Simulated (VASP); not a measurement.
# Mg (P6_3/mmc) in VASP: notebook, part 2 of 2

VASP 6.6.1.

## Step 5: Single point, r2SCAN

This run uses another cell than the first one, of 24.17 Å³/atom, 1.061 times its volume.

File POSCAR:

```
Mg
1.0
    3.2515324747      0.0000000000      0.0000000000
   -1.6257662373      2.8159097243      0.0000000000
    0.0000000000      0.0000000000      5.2788644417
Mg
2
Direct
    0.6666666667      0.3333333333      0.7500000000
    0.3333333333      0.6666666667      0.2500000000
```

File INCAR.step1:

```
ALGO = Normal
EDIFF = 1E-4
ENCUT = 520
GGA = PE
ISMEAR = -1
LASPH = True
LCHARG = False
LREAL = False
LWAVE = True
NBANDS = 9
NELM = 80
PREC = Accurate
SIGMA = 0.05
```

File INCAR.step2:

```
ALGO = Normal
EDIFF = 1E-6
ENCUT = 520
ISIF = 2
ISMEAR = -1
ISTART = 1
LASPH = True
LCHARG = False
LMIXTAU = True
LREAL = False
LWAVE = False
METAGGA = R2SCAN
NBANDS = 9
NELM = 80
PREC = Accurate
SIGMA = 0.05
```

File KPOINTS:

```
k-points
0
Gamma
  10 10 5
```

Potentials or basis: VASP PAW PBE potentials, release 64 (Mg).

The run is started by

```console
$ cat potpaw_PBE.64/Mg/POTCAR > POTCAR
$ cp INCAR.step1 INCAR
$ mpirun -np 1 vasp_std > vasp.out
$ cp INCAR.step2 INCAR
$ mpirun -np 1 vasp_std > vasp.out
```

OUTCAR:

```text
EDIFF = 1E-6
   ENCUT = 520
   ISIF = 2
   ISMEAR = -1
   ISTART = 1
   LASPH = True
   LREAL = False
   METAGGA = R2SCAN
   NELM = 80
   PREC = Accurate

 ion  position               nearest neighbor table
   1  0.667  0.333  0.750-   2 3.24   2 3.24   2 3.24   2 3.24   2 3.24   2 3.24
   2  0.333  0.667  0.250-   1 3.24   1 3.24   1 3.24   1 3.24   1 3.24   1 3.24

  LATTYP: Found a hexagonal cell.
 ALAT       =     3.2515324747
 C/A-ratio  =     1.6235004518

  Lattice vectors:
[... 476 lines left out ...]

------------------------ aborting loop because EDIFF is reached ----------------------------------------

  FORCE on cell =-STRESS in cart. coord.  units (eV):
  Direction    XX          YY          ZZ          XY          YZ          ZX
  --------------------------------------------------------------------------------------
  -------------------------------------------------------------------------------------
  Total       -0.8646355     -0.8646355     -0.5960425     -0.0000000      0.0000000      0.0000000
  in kB      -28.6613284    -28.6613284    -19.7578865     -0.0000000      0.0000000      0.0000000
  external PRESSURE =     -25.6935144 kB  Pullay stress =       0.0000000 kB

 VOLUME and BASIS-vectors are now :
 -----------------------------------------------------------------------------
  energy-cutoff  :      520.00
  volume of cell :       48.33
      direct lattice vectors                 reciprocal lattice vectors
     3.251532475  0.000000000  0.000000000     0.307547290  0.177562510  0.000000000
    -1.625766237  2.815909724  0.000000000     0.000000000  0.355125021  0.000000000
     0.000000000  0.000000000  5.278864442     0.000000000  0.000000000  0.189434681

 POSITION                                       TOTAL-FORCE (eV/Angst)
 -----------------------------------------------------------------------------------
      1.62577      0.93864      3.95915        -0.000000      0.000000      0.000000
     -0.00000      1.87727      1.31972         0.000000     -0.000000      0.000000
 -----------------------------------------------------------------------------------
    total drift:                                0.000000     -0.000000      0.000000

  FREE ENERGIE OF THE ION-ELECTRON SYSTEM (eV)
  ---------------------------------------------------
  free  energy   TOTEN  =        -8.2596611128 eV

  energy  without entropy=       -8.2492731469  energy(sigma->0) =       -8.25446713
```

Run time: 30 s. Hardware: 1 thread of Intel Xeon Platinum 8375C at 2.90GHz (Ice Lake), shared host; peak memory 0.17 GiB.

What came out:

```
Free energy            : -8.2597 eV
Pressure               : -2.6 GPa
Band gap on the k mesh : zero (band 2 reaches 3.02 eV, above the bottom of band 3 at 1.19 eV)
```

Caveat: the PAW data sets were made with another functional, which shifts forces and pressure a little.

## Step 6: Single point, r2SCAN

This run uses another cell than the first one, of 24.63 Å³/atom, 1.082 times its volume.

File POSCAR:

```
Mg
1.0
    3.2722434310      0.0000000000      0.0000000000
   -1.6361217155      2.8338459386      0.0000000000
    0.0000000000      0.0000000000      5.3124886887
Mg
2
Direct
    0.6666666667      0.3333333333      0.7500000000
    0.3333333333      0.6666666667      0.2500000000
```

File INCAR.step1:

```
SYSTEM = Mg
ALGO = Normal ; EDIFF = 1E-4
ENCUT = 520 ; GGA = PE
ISMEAR = -1 ; LASPH = .True.
LCHARG = .False. ; LREAL = .False.
LWAVE = .True. ; NBANDS = 9
NELM = 100 ; PREC = Accurate
SIGMA = 0.05
```

File INCAR.step2:

```
SYSTEM = Mg
ALGO = Normal ; EDIFF = 1E-6
ENCUT = 520 ; ISIF = 2
ISMEAR = -1 ; ISTART = 1
LASPH = .True. ; LCHARG = .True.
LELF = .True. ; LMIXTAU = .True.
LREAL = .False. ; LVHAR = .True.
LWAVE = .False. ; METAGGA = R2SCAN
NBANDS = 9 ; NELM = 100
PREC = Accurate ; SIGMA = 0.05
```

File KPOINTS:

```
k-points
0
Gamma
  10 10 5
  0 0 0
```

Potentials or basis: VASP PAW PBE potentials, release 64 (Mg).

The run is started by

```console
$ cat potpaw_PBE.64/Mg/POTCAR > POTCAR
$ cp INCAR.step1 INCAR
$ mpirun -np 1 vasp_std > vasp.out
$ cp INCAR.step2 INCAR
$ mpirun -np 1 vasp_std > vasp.out
```

Run time: 30 s. Hardware: 1 thread of Intel Xeon Platinum 8375C at 2.90GHz (Ice Lake), shared host; peak memory 0.17 GiB.

It converged, with:

```yaml
Free_energy: -8.2432 eV
Pressure: -3.1 GPa
Band_gap_on_the_k_mesh: zero (band 2 reaches 2.93 eV, above the bottom of band 3 at 1.09 eV)
```

Stress tensor (GPa, compression positive):
```
-3.41  0.00  0.00
 0.00 -3.41  0.00
 0.00  0.00 -2.50
```

Levels at points of the mesh, in eV from the Fermi level:
| k point | band 1 | band 2 | band 3 | band 4 | band 5 | band 6 |
| --- | --- | --- | --- | --- | --- | --- |
| (0.00, 0.00, 0.00) | -7.12 | -1.82 | -1.24 | 11.26 | 11.26 | 11.27 |
| (0.50, 0.00, 0.00) | -2.28 | -2.18 | 2.68 | 3.05 | 3.34 | 3.81 |

Caveat: the PAW data sets were made with another functional, which shifts forces and pressure a little.

## Step 7: Overview

| cell | gap on the mesh (eV) | pressure (GPa) |
| --- | --- | --- |
| a = 3.188, b = 3.188, c = 5.175 Å, angles 90.0, 90.0, 120.0°, 2 atoms | none | -0.6 |
| a = 3.209, b = 3.209, c = 5.210 Å, angles 90.0, 90.0, 120.0°, 2 atoms | none | -1.3 |
| a = 3.231, b = 3.231, c = 5.245 Å, angles 90.0, 90.0, 120.0°, 2 atoms | none | -2.0 |
| a = 3.252, b = 3.252, c = 5.279 Å, angles 90.0, 90.0, 120.0°, 2 atoms | none | -2.6 |
| a = 3.272, b = 3.272, c = 5.312 Å, angles 90.0, 90.0, 120.0°, 2 atoms | none | -3.1 |

Alike in all rows: task single point; level r2SCAN; potentials or basis VASP PAW PBE potentials, release 64 (Mg); no spin polarisation; k mesh 10 × 10 × 5; cutoff (eV) 520; smearing fermi-dirac 0.05 eV.

Caveats: the PAW data sets were made with another functional, which shifts forces and pressure a little.

Absolute energies hang on the potentials; compare differences alone.
